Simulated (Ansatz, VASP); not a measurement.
## One calculation of NbWCN, two programs

```
Nb W C N
1.0
     3.98943    0.00000    0.00000
     0.00000    3.98943    0.00000
     0.00000    0.00000    3.95544
Nb W C N
1 1 1 1
Direct
  0.50000 0.50000 0.50000
  0.00000 0.00000 0.50000
  0.50000 0.50000 0.00000
  0.00000 0.00000 0.00000
```

Change from the starting cell: species swapped into the SnTePbSe type (P4/mmm, No. 123).

Alike in both runs: functional PBE; k mesh 12 × 12 × 12; occupations gaussian, width 0.1 eV; no spin polarisation.

Ansatz relaxed the structure, and its values are those at the end. VASP's run is a single point on that final structure, the one shown.

|  | VASP | Ansatz |
| --- | --- | --- |
| version | VASP 6.6.1 | Ansatz 0.2.0 |
| potentials or method | VASP PAW PBE potentials, release 64 (Nb_sv, W_sv, C, N), cutoff 520 eV | scalar-relativistic, plane waves, PAW |
| valence electrons in the cell | 36 | 36 |

|  | VASP | Ansatz | Ansatz less VASP |
| --- | --- | --- | --- |
| gap on the k mesh at the Fermi level (eV) | none | none | - |
| pressure (GPa) | 0.1 | 0.0 | -0.10 |

A gap of «none» marks a metal or a gap that the smearing closes.

Neither program's run includes spin-orbit coupling.
